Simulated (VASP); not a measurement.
# SiRu5 in VASP: notebook, part 2 of 2

VASP 6.6.1. The steps go on from the part before.

## (3) Single point, LDA

INCAR reads:

```
SYSTEM = SiRu5
  PREC = Accurate
  ENCUT = 520
  EDIFF = 1E-6
  ISMEAR = 0
  SIGMA = 0.1
  LREAL = .FALSE.
  LASPH = .TRUE.
  NELM = 100
  ALGO = Normal
  ISIF = 2
  LWAVE = .FALSE.
  LCHARG = .TRUE.
  LDIPOL = .TRUE.
  IDIPOL = 3
  DIPOL = 0.5 0.5 0.387
  LELF = .TRUE.
  LVHAR = .TRUE.
  LVACPOTAV = .TRUE.
  NBANDS = 46
```

KPOINTS reads:

```
regular mesh
0
G
  12 12 1
  0 0 0
```

POSCAR reads:

```
SiRu5
1.0
    2.6740588505      0.0000000000      0.0000000000
   -1.3370294252      2.3158028957      0.0000000000
    0.0000000000      0.0000000000     23.8999247755
Ru Si
5 1
Direct
    0.6666666667      0.3333333333      0.1673645435
    0.3333333333      0.6666666667      0.2557907839
    0.6666666667      0.3333333333      0.3443582822
    0.3333333333      0.6666666667      0.4334512798
    0.6666666667      0.3333333333      0.5188269374
    1.0000000000      1.0000000000      0.6038331623
```

Potentials or basis: VASP PAW LDA potentials, release 64 (Ru_pv, Si).

Started as:

```
cat potpaw_LDA.64/Ru_pv/POTCAR potpaw_LDA.64/Si/POTCAR > POTCAR
mpirun -np 1 vasp_std > vasp.out
```

OUTCAR:

```text
SYSTEM = SiRu5
   PREC = Accurate
   ENCUT = 520
   EDIFF = 1E-6
   ISMEAR = 0
   LREAL = .FALSE.
   LASPH = .TRUE.
   NELM = 100
   ISIF = 2

 ion  position               nearest neighbor table
   1  0.667  0.333  0.167-   2 2.62   2 2.62   2 2.62
   2  0.333  0.667  0.256-   1 2.62   1 2.62   1 2.62   3 2.62   3 2.62   3 2.62
   3  0.667  0.333  0.344-   2 2.62   2 2.62   2 2.62   4 2.63   4 2.63   4 2.63
   4  0.333  0.667  0.433-   5 2.56   5 2.56   5 2.56   3 2.63   3 2.63   3 2.63
   5  0.667  0.333  0.519-   6 2.55   6 2.55   6 2.55   4 2.56   4 2.56   4 2.56
   6  0.000  0.000  0.604-   5 2.55   5 2.55   5 2.55

  LATTYP: Found a hexagonal cell.
 ALAT       =     2.6740588505
 C/A-ratio  =     8.9376958817

  Lattice vectors:

 A1 = (   2.6740588505,   0.0000000000,   0.0000000000)
 A2 = (  -1.3370294252,   2.3158028957,   0.0000000000)
 A3 = (   0.0000000000,   0.0000000000,  23.8999247755)

Analysis of symmetry for initial positions (statically):
=====================================================================
 Subroutine PRICEL returns:
 Original cell was already a primitive cell.

 Routine SETGRP: Setting up the symmetry group for a
[... 181 lines left out ...]

 k-point     1 :       0.0000    0.0000    0.0000
  band No.  band energies     occupation
      1     -39.1264      2.00000
      2     -38.8559      2.00000
      3     -38.4198      2.00000
      4     -38.1447      2.00000
      5     -38.1447      2.00000
      6     -38.0904      2.00000
[... 920 lines left out ...]
     45      11.4069      0.00000
     46      11.5094      0.00000

------------------------ aborting loop because EDIFF is reached ----------------------------------------

  FORCE on cell =-STRESS in cart. coord.  units (eV):
  Direction    XX          YY          ZZ          XY          YZ          ZX
  --------------------------------------------------------------------------------------
  -------------------------------------------------------------------------------------
  Total       -1.2668444     -1.2668444     -0.3113695     -0.0000000      0.0000000     -0.0000000
  in kB      -13.7140203    -13.7140203     -3.3706805     -0.0000000      0.0000000     -0.0000000
  external PRESSURE =     -10.2662404 kB  Pullay stress =       0.0000000 kB

 VOLUME and BASIS-vectors are now :
 -----------------------------------------------------------------------------
  energy-cutoff  :      520.00
  volume of cell :      148.00
      direct lattice vectors                 reciprocal lattice vectors
     2.674058850  0.000000000  0.000000000     0.373963348  0.215907840  0.000000000
    -1.337029425  2.315802896  0.000000000     0.000000000  0.431815679  0.000000000
     0.000000000  0.000000000 23.899924776     0.000000000  0.000000000  0.041841136

 POSITION                                       TOTAL-FORCE (eV/Angst)
 -----------------------------------------------------------------------------------
      1.33703      0.77193      4.00000         0.000000     -0.000000      0.755808
     -0.00000      1.54387      6.11338        -0.000000     -0.000000     -0.636201
      1.33703      0.77193      8.23014         0.000000      0.000000     -0.045020
     -0.00000      1.54387     10.35945         0.000000     -0.000000     -0.914116
      1.33703      0.77193     12.39992        -0.000000     -0.000000      0.815053
      0.00000      0.00000     14.43157        -0.000000     -0.000000      0.024475
 -----------------------------------------------------------------------------------
    total drift:                               -0.000000     -0.000000      0.000131

  FREE ENERGIE OF THE ION-ELECTRON SYSTEM (eV)
  ---------------------------------------------------
  free  energy   TOTEN  =       -57.7476418050 eV

  energy  without entropy=      -57.7223107386  energy(sigma->0) =      -57.73497627

 vacuum level on the upper side and lower side of the slab         9.636         9.926
```

OSZICAR:

```text
N       E                     dE             d eps       ncg     rms          rms(c)
DAV:   1     0.828397121506E+03    0.82840E+03   -0.45923E+04  1988   0.159E+03
DAV:   2    -0.343571622862E+02   -0.86275E+03   -0.83596E+03  1890   0.485E+02
DAV:   3    -0.607799644685E+02   -0.26423E+02   -0.25292E+02  2140   0.858E+01
[... 23 lines left out ...]
DAV:  27    -0.577475831960E+02   -0.27439E-04   -0.35553E-06  1492   0.155E-02    0.174E-02
DAV:  28    -0.577476258798E+02   -0.42684E-04   -0.73706E-06  1388   0.165E-02    0.530E-03
DAV:  29    -0.577476340458E+02   -0.81660E-05   -0.66183E-07  1154   0.520E-03    0.279E-03
DAV:  30    -0.577476392598E+02   -0.52140E-05   -0.37104E-07  1052   0.281E-03    0.953E-04
DAV:  31    -0.577476412252E+02   -0.19654E-05   -0.11747E-07  1020   0.134E-03    0.126E-03
DAV:  32    -0.577476418050E+02   -0.57984E-06   -0.49374E-08   934   0.111E-03
   1 F= -.57747642E+02 E0= -.57734976E+02  d E =-.253311E-01
```

stdout:

```text
POSCAR found type information on POSCAR RuSi
 POSCAR found :  2 types and       6 ions
 scaLAPACK will be used
 LDA part: xc-table for (Slater(with rela. corr.)+CA(PZ))
 , standard interpolation
 POSCAR, INCAR and KPOINTS ok, starting setup
 FFT: planning ... GRIDC
 FFT: planning ... GRID_SOFT
 FFT: planning ... GRID
 WAVECAR not read
 entering main loop
 -----------------------------------------------------------------------------
|                                                                             |
|           W    W    AA    RRRRR   N    N  II  N    N   GGGG   !!!           |
|           W    W   A  A   R    R  NN   N  II  NN   N  G    G  !!!           |
|           W    W  A    A  R    R  N N  N  II  N N  N  G       !!!           |
|           W WW W  AAAAAA  RRRRR   N  N N  II  N  N N  G  GGG   !            |
|           WW  WW  A    A  R   R   N   NN  II  N   NN  G    G                |
|           W    W  A    A  R    R  N    N  II  N    N   GGGG   !!!           |
|                                                                             |
|     Did not find any points to average over, which means that no vacuum     |
|     field-free region was found. Please increase the size of  your cell     |
|     in the dimension of the dipole correction to obtain accurate            |
|     workfunction values.                                                    |
|                                                                             |
 -----------------------------------------------------------------------------
```

Wall time 2.8 min (1 thread of Intel Xeon 6975P-C (Granite Rapids), shared host); peak memory 0.26 GiB.

What came out:

```
Free energy            : -57.7476 eV
Largest force          : 0.914 eV/Å
Band gap on the k mesh : zero (band 37 reaches 5.91 eV, above the bottom of band 38 at 3.36 eV)
```

Forces in eV/Å, atoms in the order of the input:
```
Ru   0.000  0.000  0.756
Ru   0.000  0.000 -0.636
Ru   0.000  0.000 -0.045
Ru   0.000  0.000 -0.914
Ru   0.000  0.000  0.815
Si   0.000  0.000  0.024
```

Levels at points of the mesh, in eV from the Fermi level:
| k point | band 33 | band 34 | band 35 | band 36 | band 37 | band 38 | band 39 | band 40 | band 41 | band 42 |
| --- | --- | --- | --- | --- | --- | --- | --- | --- | --- | --- |
| (0.00, 0.00, 0.00) | -2.08 | -2.03 | -2.03 | -1.10 | -1.10 | -0.49 | -0.32 | -0.32 | 0.52 | 0.52 |
| (0.50, 0.00, 0.00) | -0.76 | 0.39 | 0.52 | 0.92 | 1.46 | 1.56 | 1.69 | 1.82 | 1.92 | 2.20 |

## (4) Single point, LDA

INCAR reads:

```
SYSTEM = SiRu5
PREC = Accurate
ENCUT = 520
EDIFF = 1E-6
ISMEAR = 0
SIGMA = 0.1
LREAL = .FALSE.
LASPH = .TRUE.
NELM = 60
ALGO = Normal
ISIF = 2
LWAVE = .FALSE.
LCHARG = .FALSE.
LDIPOL = .TRUE.
IDIPOL = 3
DIPOL = 0.5 0.5 0.387
GGA = CA
NBANDS = 46
```

KPOINTS is that of step 3.

POSCAR, as its differences from that of step 3:

```diff
@@ -13,2 +13,2 @@
     0.6666666667      0.3333333333      0.5188269374
-    1.0000000000      1.0000000000      0.6038331623
+    1.3333333333      0.6666666667      0.6031975313
```

Started as:

```
cat potpaw_LDA.64/Ru_pv/POTCAR potpaw_LDA.64/Si/POTCAR > POTCAR
mpirun -np 1 vasp_std > vasp.out
```

Run time: 2.3 min. Hardware: 1 thread of Intel Xeon 6975P-C (Granite Rapids), shared host; peak memory 0.26 GiB.

Results (log left out):

| Quantity | Value |
| --- | --- |
| Free energy | -57.7671 eV |
| Largest force | 0.908 eV/Å |
| Band gap on the k mesh | zero (band 37 reaches 5.83 eV, above the bottom of band 38 at 3.29 eV) |

Forces in eV/Å, atoms in the order of the input:
```
Ru   0.000  0.000  0.757
Ru   0.000  0.000 -0.648
Ru   0.000  0.000 -0.038
Ru   0.000  0.000 -0.908
Ru   0.000  0.000  0.810
Si   0.000  0.000  0.028
```

Levels at points of the mesh, in eV from the Fermi level:
```csv
k point,band 34,band 35,band 36,band 37,band 38,band 39,band 40,band 41
"(0.00, 0.00, 0.00)",-2.03,-2.03,-1.13,-1.13,-0.47,-0.35,-0.35,0.52
"(0.50, 0.00, 0.00)",0.38,0.44,1.06,1.42,1.55,1.70,1.83,1.94
```
